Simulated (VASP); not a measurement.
Input of a VASP 6.6.1 run:

File INCAR:

```
ALGO = Normal
EDIFF = 1E-6
EDIFFG = -0.01
ENCUT = 600
GGA = PS
IBRION = 2
ISIF = 3
ISMEAR = -1
LASPH = True
LCHARG = False
LREAL = False
LWAVE = False
NELM = 60
NSW = 60
PREC = Accurate
PSTRESS = 100.0
SIGMA = 0.05
```

Contents of KPOINTS:

```
k-points
0
Gamma
  9 9 9
```

The input POSCAR:

```
SiO
1.0
    2.8069700000      0.0000000000      0.0000000000
    0.0000000000      2.8069700000      0.0000000000
    0.0000000000      0.0000000000      2.8069700000
Si O
1 1
Direct
    0.0000000000      0.0000000000      0.0000000000
    0.5000000000      0.5000000000      0.5000000000
```

Potentials or basis: VASP PAW PBE potentials, release 64 (Si, O).

Command:

```bash
$ cat potpaw_PBE.64/Si/POTCAR potpaw_PBE.64/O/POTCAR > POTCAR
$ mpirun -np 1 vasp_std > vasp.out
```

Q: Estimate the relaxed cell.

A: a = 2.715 Å, b = 2.715 Å, c = 2.715 Å, α = 90.00°, β = 90.00°, γ = 90.00°.

Q: What does it give for the band gap on the k mesh?

A: Zero (band 5 reaches 9.71 eV, above the bottom of band 6 at 8.67 eV).

Q: What does it give for the relaxed volume?

A: 10.00 Å³/atom.

The path:
```tsv
step	energy change (eV)	largest force (eV/Å)	pressure (GPa)	volume (Å³)
1	0.0000	0.0000	-4.88	22.12
2	0.1197	0.0000	20.09	18.99
3	0.0257	0.0000	9.99	20.00
```

Caveat: the cell is relaxed towards a set pressure, so the enthalpy falls and the energy may rise; the PAW data sets were made with another functional, which shifts forces and pressure a little.
